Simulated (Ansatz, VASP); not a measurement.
CdF2 in VASP and in Ansatz

Contents of INCAR:

```
PREC = Accurate
ENCUT = 520
EDIFF = 1E-6
ISMEAR = 0
SIGMA = 0.05
LREAL = False
LASPH = True
NELM = 60
ALGO = Normal
ISIF = 2
LWAVE = False
LCHARG = True
GGA = PE
LELF = True
LVHAR = True
NBANDS = 20
```

KPOINTS

```
regular mesh
0
Gamma
  8 8 8
```

POSCAR

```
CdF2
1.0
    0.0000000000      2.7634320635      2.8383210724
    2.7634320635      0.0000000000      2.8383210724
    2.7634320635      2.7634320635      0.0000000000
Cd F
1 2
Direct
    0.0000000000      0.0000000000      0.0000000000
    0.2500000000      0.2500000000      0.2500000000
    0.7500000000      0.7500000000      0.7500000000
```

Input for Ansatz:

```yaml
crystal:
  lattice:
    - [0.0, 2.7634320635, 2.8383210724]
    - [2.7634320635, 0.0, 2.8383210724]
    - [2.7634320635, 2.7634320635, 0.0]
  atoms:
    - { symbol: Cd, position: [0.0, 0.0, 0.0] }
    - { symbol: F, position: [0.25, 0.25, 0.25] }
    - { symbol: F, position: [0.75, 0.75, 0.75] }
basis:
  ecutwfc: 520.0
kpoints:
  mp_grid: { grid: [8, 8, 8] }
hamiltonian:
  xc: pbe
  pseudopotentials: { kind: paw }
scf:
  occupations: { method: gaussian, width: 0.05 }
output:
  forces: true
  stress: true
  eigenvalues: true
```

Alike in both runs: task single point; functional PBE; k mesh 8 × 8 × 8; occupations gaussian, width 0.05 eV; no spin polarisation.

```csv
,VASP,Ansatz
version,VASP 6.6.1,Ansatz 0.2.0
potentials or method,"VASP PAW PBE potentials, release 64 (Cd, F), cutoff 520 eV","scalar-relativistic, plane waves, PAW"
valence electrons in the cell,26,34
```

Ansatz gave:

```
gap on the k mesh at the Fermi level (eV)                     : 2.70
least direct gap on the mesh (eV)                             : 3.29
pressure (GPa)                                                : -4.3
traceless stress, the component that is largest in VASP (GPa) : -1.80
```

Task: Which values does VASP return?

Result: gap on the k mesh at the Fermi level (eV): 2.67; least direct gap on the mesh (eV): 3.26; pressure (GPa): -3.9; traceless stress, the component that is largest in VASP (GPa): -1.78.

The functional is the same, so the differences come from potentials, cutoffs and numerics. VASP's potentials hold 26 valence electrons a cell and Ansatz's 34, so a difference there can come from the potentials and not from the codes.
